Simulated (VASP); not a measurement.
A run of VASP 6.6.1:

POSCAR

```
Rh
1.0
    0.0000000000      1.9395810000      1.9015500000
    1.9015500000      0.0000000000      1.9015500000
    1.9015500000      1.9395810000      0.0000000000
Rh
1
Direct
    0.0000000000      0.0000000000      0.0000000000
```

File INCAR.step1:

```
SYSTEM = Rh
  PREC = Accurate
  ENCUT = 520
  ISMEAR = 0
  SIGMA = 0.15
  LREAL = .FALSE.
  LASPH = .TRUE.
  NELM = 60
  NBANDS = 14
  GGA = PE
  ALGO = Normal
  EDIFF = 1E-4
  LWAVE = .TRUE.
  LCHARG = .FALSE.
```

INCAR.step2

```
SYSTEM = Rh
  PREC = Accurate
  ENCUT = 520
  EDIFF = 1E-6
  ISMEAR = 0
  SIGMA = 0.15
  LREAL = .FALSE.
  LASPH = .TRUE.
  NELM = 60
  ALGO = Normal
  ISIF = 2
  LWAVE = .FALSE.
  LCHARG = .TRUE.
  METAGGA = R2SCAN
  LMIXTAU = .TRUE.
  LELF = .TRUE.
  LVHAR = .TRUE.
  NBANDS = 14
  ISTART = 1
```

The input KPOINTS:

```
Automatic mesh
0
G
  22 22 22
  0 0 0
```

Potentials or basis: VASP PAW PBE potentials, release 64 (Rh_pv).

Run with:

```bash
$ cat potpaw_PBE.64/Rh_pv/POTCAR > POTCAR
$ cp INCAR.step1 INCAR
$ mpirun -np 1 vasp_std > vasp.out
$ cp INCAR.step2 INCAR
$ mpirun -np 1 vasp_std > vasp.out
```

Hardware: 1 thread of Intel(R) Xeon(R) 6975P-C (Granite Rapids), with other jobs on the host.

**Question.** Estimate the wall time of this run.

**Answer.** It took 3.3 min on 1 thread of Intel(R) Xeon(R) 6975P-C (Granite Rapids) (shared host), peak memory 0.25 GiB. Counts: k points 834.
